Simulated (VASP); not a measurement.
# Si2MoN4 in VASP: single point with PBE

Aim: the single point of Si2MoN4 with PBE.

Everything below comes from runs of VASP 6.6.1. Logs are shortened: lines on timing, memory, paths and dates and some standing lists are left out, and cuts for length are marked.

### Step 1. The cell of the first run

The cell holds a sheet with vacuum, 7 atoms: a = 2.909 Å, b = 2.909 Å, c = 37.800 Å, α = 90.00°, β = 90.00°, γ = 120.00°.

### Step 2. Single point, PBE

INCAR

```
SYSTEM = Si2MoN4
PREC = Accurate
ENCUT = 520
EDIFF = 1E-6
ISMEAR = 0
SIGMA = 0.03
LREAL = .FALSE.
LASPH = .TRUE.
NELM = 120
ALGO = Normal
ISIF = 2
LWAVE = .FALSE.
LCHARG = .TRUE.
LDIPOL = .TRUE.
IDIPOL = 3
DIPOL = 0.5 0.5 0.278
GGA = PE
LELF = .TRUE.
LVHAR = .TRUE.
LVACPOTAV = .TRUE.
NBANDS = 30
GGA_COMPAT = .FALSE.
NELMDL = -8
```

KPOINTS

```
regular mesh
0
G
  18 18 1
  0 0 0
```

POSCAR

```
Si2MoN4
1.0
    2.9094747115      0.0000000000      0.0000000000
   -1.4547373557      2.5196790118      0.0000000000
    0.0000000000      0.0000000000     37.8000000028
N Si Mo
4 2 1
Direct
    0.3333333333      0.6666666667      0.1851363705
    0.6666666667      0.3333333333      0.2448104917
    0.6666666667      0.3333333333      0.3107450638
    0.3333333333      0.6666666667      0.3704191850
    0.6666666667      0.3333333333      0.1985743395
    0.6666666667      0.3333333333      0.3569812160
    0.0000000000      0.0000000000      0.2777777778
```

Potentials or basis: VASP PAW PBE potentials, release 64 (N, Si, Mo_sv).

The run is started by

```
$ cat potpaw_PBE.64/N/POTCAR potpaw_PBE.64/Si/POTCAR potpaw_PBE.64/Mo_sv/POTCAR > POTCAR
$ mpirun -np 1 vasp_std > vasp.out
```

OUTCAR:

```text
SYSTEM = Si2MoN4
   PREC = Accurate
   ENCUT = 520
   EDIFF = 1E-6
   ISMEAR = 0
   LREAL = .FALSE.
   LASPH = .TRUE.
   NELM = 120
   ISIF = 2
   GGA = PE
   NELMDL = -8

 ion  position               nearest neighbor table
   1  0.333  0.667  0.185-   5 1.75   5 1.75   5 1.75
   2  0.667  0.333  0.245-   5 1.75   7 2.09   7 2.09   7 2.09
   3  0.667  0.333  0.311-   6 1.75   7 2.09   7 2.09   7 2.09
   4  0.333  0.667  0.370-   6 1.75   6 1.75   6 1.75
   5  0.667  0.333  0.199-   2 1.75   1 1.75   1 1.75   1 1.75
   6  0.667  0.333  0.357-   3 1.75   4 1.75   4 1.75   4 1.75
   7  0.000  0.000  0.278-   3 2.09   3 2.09   3 2.09   2 2.09   2 2.09   2 2.09

  LATTYP: Found a hexagonal cell.
 ALAT       =     2.9094747115
 C/A-ratio  =    12.9920359347

  Lattice vectors:

 A1 = (   2.9094747115,   0.0000000000,   0.0000000000)
 A2 = (  -1.4547373557,   2.5196790118,   0.0000000000)
 A3 = (   0.0000000000,   0.0000000000,  37.8000000028)

Analysis of symmetry for initial positions (statically):
=====================================================================
 Subroutine PRICEL returns:
 Original cell was already a primitive cell.

 Routine SETGRP: Setting up the symmetry group for a
 hexagonal supercell.

 Subroutine GETGRP returns: Found 12 space group operations
 (whereof  6 operations were pure point group operations)
 out of a pool of 24 trial point group operations.

The static configuration has the point symmetry C_3v.
 The point group associated with its full space group is D_3h.

Analysis of symmetry for dynamics (positions and initial velocities):
=====================================================================
 Subroutine PRICEL returns:
 Original cell was already a primitive cell.

 Routine SETGRP: Setting up the symmetry group for a
 hexagonal supercell.

 Subroutine GETGRP returns: Found 12 space group operations
 (whereof  6 operations were pure point group operations)
 out of a pool of 24 trial point group operations.

The dynamic configuration has the point symmetry C_3v.
 The point group associated with its full space group is D_3h.

 Subroutine INISYM returns: Found 12 space group operations
 (whereof  6 operations are pure point group operations),
 and found     1 'primitive' translations
[... 102 lines left out ...]
   LASPH  =      T    aspherical Exc in radial PAW
   ENCUT  =  520.0 eV  38.22 Ry    6.18 a.u.   5.41  5.41 70.28*2*pi/ulx,y,z
   NELM   =    120;   NELMIN=  2; NELMDL= -8     # of ELM steps
   EDIFF  = 0.1E-05   stopping-criterion for ELM
   LREAL  =      F    real-space projection
   EDIFFG = 0.1E-04   stopping-criterion for IOM
   NSW    =      0    number of steps for IOM
   IBRION =     -1    ionic relax: 0-MD 1-quasi-New 2-CG
   NFREE  =      0    steps in history (QN), initial steepest desc. (CG)
   ISIF   =      2    stress and relaxation
   ISYM   =      2    0-nonsym 1-usesym 2-fastsym
   POTIM  = 0.5000    time-step for ionic-motion
   TEBEG  =    0.0;   TEEND  =   0.0 temperature during run
   PSTRESS=    0.0 pullay stress
   NELECT =      42.0000    total number of electrons
   NUPDOWN=      -1.0000    fix difference up-down
   EMIN   =  10.00;   EMAX   =-10.00  energy-range for DOS
   EFERMI =   0.00;   METHOD = LEGACY
   ISMEAR =     0;   SIGMA  =   0.03  broadening in eV -4-tet -1-fermi 0-gaus
   EFERMI_NEDOS =   21; number of points for ismear=-14 and -15
   IALGO  =     38    algorithm
   IMIX   =      4    mixing-type and parameters
     AMIX     =   0.40;   BMIX     =  1.00
     AMIX_MAG =   1.60;   BMIX_MAG =  1.00
  volume/ion in A,a.u.               =      39.59       267.15
  Fermi-wavevector in a.u.,A,eV,Ry     =   0.872852  1.649452 10.365884  0.761871
  Thomas-Fermi vector in A             =   1.992160
   LORBIT       =      0    0 simple, 1 ext, 2 COOP (PROOUT), +10 PAW based schemes
   GGA     = PE    functional components
   LHFCALC =     F    Hartree Fock is set to
   AEXX    =    0.0000 exact exchange contribution
   IVDW    =     0    specifies the selected vdW correction
   LEPSILON=     F    determine dielectric tensor
   LRPA    =     F    only Hartree local field effects (RPA)
 non-spin polarized calculation
 Gauss-broadening in eV      SIGMA  =   0.03
  energy-cutoff  :      520.00
  volume of cell :      277.11
 maximum number of plane-waves:      7593
 NGX is ok and might be reduce to    24
   NGX = 11   NGY = 11   NGZ =141

 number of electron      42.0000000 magnetization

 dipolmoment           0.000000      0.000000      0.000000 electrons x Angstroem

 Free energy of the ion-electron system (eV)
  ---------------------------------------------------
  ext. energy  EPLUGINS =         0.00000000
  ---------------------------------------------------
  free energy    TOTEN  =       -61.73367111 eV

  energy without entropy =      -61.73367111  energy(sigma->0) =      -61.73367111

 E-fermi :  -1.5757     XC(G=0):  -3.3174

 val. band max:       -1.7101298543   @ k =   0.0000   0.0000   0.0000
 cond. band min:       0.0210422393   @ k =   0.3333   0.3333   0.0000
 fundamental gap:      1.7311720936
 Fermi energy:        -1.5757143831

 k-point     1 :       0.0000    0.0000    0.0000
  band No.  band energies     occupation
      1     -63.0905      2.00000
      2     -37.2011      2.00000
      3     -36.8050      2.00000
      4     -36.8050      2.00000
      5     -20.4433      2.00000
      6     -20.3451      2.00000
[... 781 lines left out ...]
     29       5.9287      0.00000
     30       6.7650      0.00000

 [... further k-points ...]
[... 5 lines left out ...]
  --------------------------------------------------------------------------------------
  -------------------------------------------------------------------------------------
  Total        0.0213950      0.0213950     -0.0028390      0.0000000      0.0000000      0.0000000
  in kB        0.1237006      0.1237006     -0.0164143      0.0000000      0.0000000      0.0000000
  external PRESSURE =       0.0769956 kB  Pullay stress =       0.0000000 kB

 VOLUME and BASIS-vectors are now :
 -----------------------------------------------------------------------------
  energy-cutoff  :      520.00
  volume of cell :      277.11
      direct lattice vectors                 reciprocal lattice vectors
     2.909474712  0.000000000  0.000000000     0.343704654  0.198437975  0.000000000
    -1.454737356  2.519679012  0.000000000     0.000000000  0.396875949  0.000000000
     0.000000000  0.000000000 37.800000003     0.000000000  0.000000000  0.026455026

 POSITION                                       TOTAL-FORCE (eV/Angst)
 -----------------------------------------------------------------------------------
     -0.00000      1.67979      6.99815         0.000000      0.000000      0.013887
      1.45474      0.83989      9.25384         0.000000     -0.000000     -0.036053
      1.45474      0.83989     11.74616        -0.000000     -0.000000      0.036053
     -0.00000      1.67979     14.00185        -0.000000      0.000000     -0.013887
      1.45474      0.83989      7.50611        -0.000000      0.000000     -0.011890
      1.45474      0.83989     13.49389        -0.000000      0.000000      0.011890
      0.00000      0.00000     10.50000        -0.000000     -0.000000     -0.000000
 -----------------------------------------------------------------------------------
    total drift:                                0.000000     -0.000000      0.000010

  FREE ENERGIE OF THE ION-ELECTRON SYSTEM (eV)
  ---------------------------------------------------
  free  energy   TOTEN  =       -61.7336711117 eV

  energy  without entropy=      -61.7336711117  energy(sigma->0) =      -61.73367111

 vacuum level on the upper side and lower side of the slab         3.649         3.649
```

It took 11 min on 1 thread of Oxide Virtual Turin-like, shared host; peak memory 0.57 GiB.

Results:

```yaml
Free_energy: -61.7337 eV
Largest_force: 0.036 eV/Å
Band_gap_on_the_k_mesh: 1.73 eV (least direct gap 2.05 eV)
```

Forces in eV/Å, atoms in the order of the input:
```
N    0.000  0.000  0.014
N    0.000  0.000 -0.036
N    0.000  0.000  0.036
N    0.000  0.000 -0.014
Si   0.000  0.000 -0.012
Si   0.000  0.000  0.012
Mo   0.000  0.000  0.000
```
